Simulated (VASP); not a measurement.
# C (R-3m) in VASP: further runs, part 2 of 2

VASP 6.6.1. Earlier steps stand in the parts before.

**5. Single point, PBEsol (8.83 Å³/atom)**

This run uses another cell than the first one, of 8.83 Å³/atom.

The input, INCAR:

```
PREC = Accurate ; ENCUT = 520
EDIFF = 1E-7 ; ISMEAR = -1
SIGMA = 0.03 ; LREAL = False
LASPH = True ; NELM = 60
ALGO = Normal ; ISIF = 2
LWAVE = False ; LCHARG = False
GGA = PS ; NBANDS = 11
```

The input, KPOINTS:

```
Automatic mesh
0
Gamma
  17 17 17
```

The input, POSCAR:

```
C
1.0
    1.2321061982      0.7113568452      3.3581305584
   -1.2321061982      0.7113568452      3.3581305584
    0.0000000000     -1.4227136904      3.3581305584
C
2
Direct
    0.1640000000      0.1640000000      0.1640000000
    0.8360000000      0.8360000000      0.8360000000
```

Potentials or basis: VASP PAW PBE potentials, release 64 (C).

On the command line:

```
cat potpaw_PBE.64/C/POTCAR > POTCAR
mpirun -np 1 vasp_std > vasp.out
```

OUTCAR:

```text
PREC = Accurate
   ENCUT = 520
   EDIFF = 1E-7
   ISMEAR = -1
   LREAL = False
   LASPH = True
   NELM = 60
   ISIF = 2
   GGA = PS

 ion  position               nearest neighbor table
   1  0.164  0.164  0.164-   2 1.42   2 1.42   2 1.42
   2  0.836  0.836  0.836-   1 1.42   1 1.42   1 1.42

  LATTYP: Found a trigonal (rhomboedric) cell.
 ALAT       =     3.6470748679
 COS(alpha) =     0.7717362630

  Lattice vectors:

 A1 = (   1.2321061982,   0.7113568452,   3.3581305584)
 A2 = (  -1.2321061982,   0.7113568452,   3.3581305584)
 A3 = (   0.0000000000,  -1.4227136904,   3.3581305584)

Analysis of symmetry for initial positions (statically):
=====================================================================
 Subroutine PRICEL returns:
 Original cell was already a primitive cell.

 Routine SETGRP: Setting up the symmetry group for a
 trigonal (rhombohedral) supercell.

 Subroutine GETGRP returns: Found 12 space group operations
 (whereof 12 operations were pure point group operations)
 out of a pool of 12 trial point group operations.

The static configuration has the point symmetry D_3d.

Analysis of symmetry for dynamics (positions and initial velocities):
=====================================================================
 Subroutine PRICEL returns:
 Original cell was already a primitive cell.

 Routine SETGRP: Setting up the symmetry group for a
 trigonal (rhombohedral) supercell.

 Subroutine GETGRP returns: Found 12 space group operations
 (whereof 12 operations were pure point group operations)
 out of a pool of 12 trial point group operations.

The dynamic configuration has the point symmetry D_3d.

 Subroutine INISYM returns: Found 12 space group operations
 (whereof 12 operations are pure point group operations),
 and found     1 'primitive' translations

----------------------------------------------------------------------------------------

                                     Primitive cell

  volume of cell :      17.6597

  direct lattice vectors                    reciprocal lattice vectors
     1.232106198  0.711356845  3.358130558     0.405809175  0.234294037  0.099261577
    -1.232106198  0.711356845  3.358130558    -0.405809175  0.234294037  0.099261577
     0.000000000 -1.422713690  3.358130558     0.000000000 -0.468588073  0.099261577

  length of vectors
     3.647074868  3.647074868  3.647074868     0.478986057  0.478986057  0.478986057

  position of ions in fractional coordinates (direct lattice)
     0.164000000  0.164000000  0.164000000
     0.836000000  0.836000000  0.836000000

  ion indices of the primitive-cell ions
   primitive index   ion index
                 1           1
                 2           2

----------------------------------------------------------------------------------------

 KPOINTS: Automatic mesh

Automatic generation of k-mesh.
 Grid dimensions read from file:
 generate k-points for:   17   17   17

 Generating k-lattice:

  Cartesian coordinates                     Fractional coordinates (reciprocal lattice)
     0.023871128  0.013782002  0.005838916     0.058823529  0.000000000 -0.000000000
    -0.023871128  0.013782002  0.005838916     0.000000000  0.058823529 -0.000000000
     0.000000000 -0.027564004  0.005838916    -0.000000000 -0.000000000  0.058823529

  Length of vectors
     0.028175650  0.028175650  0.028175650

  Shift w.r.t. Gamma in fractional coordinates (k-lattice)
     0.000000000  0.000000000  0.000000000

 Subroutine IBZKPT returns following result:
 ===========================================

 Found    489 irreducible k-points:

 Following reciprocal coordinates:
            Coordinates               Weight
  0.000000  0.000000  0.000000      1.000000
  0.058824  0.000000  0.000000      6.000000
  0.117647  0.000000  0.000000      6.000000
  0.176471  0.000000  0.000000      6.000000
  0.235294  0.000000  0.000000      6.000000
  0.294118 -0.000000  0.000000      6.000000
[... 16 lines left out ...]
 -0.176471  0.058824 -0.000000     12.000000
 -0.117647  0.058824 -0.000000     12.000000
 [... further k-points ...]
   k-points           NKPTS =    489   k-points in BZ     NKDIM =    489   number of bands    NBANDS=     11
   number of dos      NEDOS =    301   number of ions     NIONS =      2
   total plane-waves  NPLWV =  21952
   dimension x,y,z NGX =    28 NGY =   28 NGZ =   28
   dimension x,y,z NGXF=    56 NGYF=   56 NGZF=   56
   ions per type =               2
   NGX,Y,Z   is equivalent  to a cutoff of  12.76, 12.76, 12.76 a.u.
   NGXF,Y,Z  is equivalent  to a cutoff of  25.53, 25.53, 25.53 a.u.
 SYSTEM =  unknown system
   PREC   = accura    normal or accurate (medium, high low for compatibility)
   ISTART =      0    job   : 0-new  1-cont  2-samecut
   ICHARG =      2    charge: 1-file 2-atom 10-const
   ISPIN  =      1    spin polarized calculation?
   LNONCOLLINEAR =      F non collinear calculations
   LSORBIT =      F    spin-orbit coupling
   LASPH  =      T    aspherical Exc in radial PAW
   ENCUT  =  520.0 eV  38.22 Ry    6.18 a.u.   6.78  6.78  6.78*2*pi/ulx,y,z
   NELM   =     60;   NELMIN=  2; NELMDL= -5     # of ELM steps
   EDIFF  = 0.1E-06   stopping-criterion for ELM
   LREAL  =      F    real-space projection
   EDIFFG = 0.1E-05   stopping-criterion for IOM
   NSW    =      0    number of steps for IOM
   IBRION =     -1    ionic relax: 0-MD 1-quasi-New 2-CG
   NFREE  =      0    steps in history (QN), initial steepest desc. (CG)
   ISIF   =      2    stress and relaxation
   ISYM   =      2    0-nonsym 1-usesym 2-fastsym
   POTIM  = 0.5000    time-step for ionic-motion
   TEBEG  =    0.0;   TEEND  =   0.0 temperature during run
   PSTRESS=    0.0 pullay stress
   NELECT =       8.0000    total number of electrons
   NUPDOWN=      -1.0000    fix difference up-down
   EMIN   =  10.00;   EMAX   =-10.00  energy-range for DOS
   EFERMI =   0.00;   METHOD = LEGACY
   ISMEAR =    -1;   SIGMA  =   0.03  broadening in eV -4-tet -1-fermi 0-gaus
   EFERMI_NEDOS =   21; number of points for ismear=-14 and -15
   IALGO  =     38    algorithm
   IMIX   =      4    mixing-type and parameters
     AMIX     =   0.40;   BMIX     =  1.00
     AMIX_MAG =   1.60;   BMIX_MAG =  1.00
  volume/ion in A,a.u.               =       8.83        59.59
  Fermi-wavevector in a.u.,A,eV,Ry     =   1.257313  2.375977 21.508572  1.580835
  Thomas-Fermi vector in A             =   2.390978
   LORBIT       =      0    0 simple, 1 ext, 2 COOP (PROOUT), +10 PAW based schemes
   GGA     = PS    functional components
   LHFCALC =     F    Hartree Fock is set to
   AEXX    =    0.0000 exact exchange contribution
   IVDW    =     0    specifies the selected vdW correction
   LEPSILON=     F    determine dielectric tensor
   LRPA    =     F    only Hartree local field effects (RPA)
 non-spin polarized calculation
  energy-cutoff  :      520.00
  volume of cell :       17.66
 maximum number of plane-waves:       488
   NGX = 13   NGY = 13   NGZ = 13

 number of electron       8.0000000 magnetization

 Free energy of the ion-electron system (eV)
  ---------------------------------------------------
  ext. energy  EPLUGINS =         0.00000000
  ---------------------------------------------------
  free energy    TOTEN  =       -19.26230284 eV

  energy without entropy =      -19.26229890  energy(sigma->0) =      -19.26230087

 E-fermi :   4.6462     XC(G=0): -10.5462

 val. band max:        4.4567306861   @ k =  -0.1765   0.4706   0.1176
 cond. band min:       4.8359017187   @ k =  -0.1765   0.4706   0.1176
 fundamental gap:      0.3791710326
 Fermi energy:         4.6462228349

 k-point     1 :       0.0000    0.0000    0.0000
  band No.  band energies     occupation
      1     -15.0210      2.00000
      2      -1.9618      2.00000
      3       1.6607      2.00000
      4       1.6607      2.00000
      5       8.5660      0.00000
      6      12.9453      0.00000
      7      12.9453      0.00000
      8      16.0293      0.00000
      9      17.3729      0.00000
     10      27.0329      0.00000
     11      30.1349      0.00000
[... 309 lines left out ...]
 k-point    24 :      -0.1176    0.0588   -0.0000
  band No.  band energies     occupation
      1     -14.4421      2.00000
      2      -1.3221      2.00000
      3      -0.2824      2.00000
      4       0.5335      2.00000
      5       9.2627      0.00000
      6      13.2207      0.00000
      7      14.2181      0.00000
      8      14.8790      0.00000
      9      18.5414      0.00000
     10      26.0521      0.00000
     11      28.6572      0.00000

 [... further k-points ...]

------------------------ aborting loop because EDIFF is reached ----------------------------------------

  FORCE on cell =-STRESS in cart. coord.  units (eV):
  Direction    XX          YY          ZZ          XY          YZ          ZX
  --------------------------------------------------------------------------------------
  -------------------------------------------------------------------------------------
  Total       -0.2003248     -0.2003248      0.0843572      0.0000000     -0.0000000      0.0000000
  in kB      -18.1744351    -18.1744351      7.6532957      0.0000000     -0.0000000      0.0000000
  external PRESSURE =      -9.5651915 kB  Pullay stress =       0.0000000 kB

 VOLUME and BASIS-vectors are now :
 -----------------------------------------------------------------------------
  energy-cutoff  :      520.00
  volume of cell :       17.66
      direct lattice vectors                 reciprocal lattice vectors
     1.232106198  0.711356845  3.358130558     0.405809175  0.234294037  0.099261577
    -1.232106198  0.711356845  3.358130558    -0.405809175  0.234294037  0.099261577
     0.000000000 -1.422713690  3.358130558     0.000000000 -0.468588073  0.099261577

 POSITION                                       TOTAL-FORCE (eV/Angst)
 -----------------------------------------------------------------------------------
      0.00000      0.00000      1.65220         0.000000      0.000000      0.874731
      0.00000      0.00000      8.42219         0.000000     -0.000000     -0.874731
 -----------------------------------------------------------------------------------
    total drift:                                0.000000     -0.000000      0.000000

  FREE ENERGIE OF THE ION-ELECTRON SYSTEM (eV)
  ---------------------------------------------------
  free  energy   TOTEN  =       -19.2623028443 eV

  energy  without entropy=      -19.2622989009  energy(sigma->0) =      -19.26230087
```

OSZICAR:

```text
N       E                     dE             d eps       ncg     rms          rms(c)
DAV:   1     0.519626463229E+01    0.51963E+01   -0.45246E+03 11070   0.663E+02
DAV:   2    -0.198121527988E+02   -0.25008E+02   -0.23601E+02 14151   0.130E+02
DAV:   3    -0.204205188177E+02   -0.60837E+00   -0.60707E+00 13587   0.170E+01
DAV:   4    -0.204226261287E+02   -0.21073E-02   -0.21071E-02 12587   0.124E+00
DAV:   5    -0.204226336317E+02   -0.75030E-05   -0.75029E-05 13613   0.676E-02    0.635E+00
DAV:   6    -0.195400860228E+02    0.88255E+00   -0.75282E-01 12575   0.498E+00    0.366E+00
DAV:   7    -0.192605565235E+02    0.27953E+00   -0.82691E-01 12954   0.529E+00    0.958E-01
DAV:   8    -0.192624912502E+02   -0.19347E-02   -0.19376E-02 12053   0.891E-01    0.123E-01
DAV:   9    -0.192622569751E+02    0.23428E-03   -0.57403E-04 13003   0.148E-01    0.553E-02
DAV:  10    -0.192623029304E+02   -0.45955E-04   -0.10184E-04 12513   0.680E-02    0.256E-02
DAV:  11    -0.192623026578E+02    0.27255E-06   -0.49076E-06 12966   0.127E-02    0.588E-03
DAV:  12    -0.192623028849E+02   -0.22708E-06   -0.31707E-07 12397   0.387E-03    0.158E-03
DAV:  13    -0.192623028443E+02    0.40616E-07   -0.60281E-08 12860   0.151E-03
   1 F= -.19262303E+02 E0= -.19262301E+02  d E =-.394345E-05
```

stdout:

```text
POSCAR found type information on POSCAR C
 POSCAR found :  1 types and       2 ions
 scaLAPACK will be used
 -----------------------------------------------------------------------------
|                                                                             |
|                                                                             |
|     You enforced a specific xc type in the INCAR file but a different       |
|     I HOPE YOU KNOW WHAT YOU ARE DOING!                                     |
|                                                                             |
 -----------------------------------------------------------------------------

 LDA part: xc-table for (Slater+PW92), standard interpolation
 POSCAR, INCAR and KPOINTS ok, starting setup
 FFT: planning ... GRIDC
 FFT: planning ... GRID_SOFT
 FFT: planning ... GRID
 WAVECAR not read
 entering main loop
```

Run time: 1.8 min. Hardware: 1 thread of AMD EPYC 7R13 (Zen 3), shared host; peak memory 0.18 GiB.

What came out:

```
Free energy   : -19.2623 eV
Pressure      : -1.0 GPa
Largest force : 0.875 eV/Å
```

Forces on the atoms (eV/Å):
```
C    0.000  0.000  0.875
C    0.000  0.000 -0.875
```

Caveat: this functional lacks dispersion, which binds layers or chains, so the pressure and a relaxed spacing across them are unreliable; the PAW data sets were made with another functional, which shifts forces and pressure a little.

**6. Summary**

| cell | pressure (GPa) | largest force (eV/Å) |
| --- | --- | --- |
| a = 3.629 Å, angles 39.1°, 2 atoms | 10.8 | 0.87 |
| a = 3.623 Å, angles 39.5°, 2 atoms | 4.8 | 0.86 |
| a = 3.604 Å, angles 39.8°, 2 atoms | 2.0 | 0.86 |
| a = 3.647 Å, angles 39.5°, 2 atoms | -1.0 | 0.87 |

Alike in all rows: task single point; level PBEsol; potentials or basis VASP PAW PBE potentials, release 64 (C); no spin polarisation; k mesh 17 × 17 × 17; cutoff (eV) 520; smearing fermi-dirac 0.03 eV.

Caveats: this functional lacks dispersion, which binds layers or chains, so the pressure and a relaxed spacing across them are unreliable; the PAW data sets were made with another functional, which shifts forces and pressure a little; the stress differs along the axes, from 1 to 16 GPa (at least some runs); the stress differs along the axes, from 1 to 7 GPa (at least some runs).

Total energies depend on the potentials used, so only differences within one code and one set of settings carry meaning.
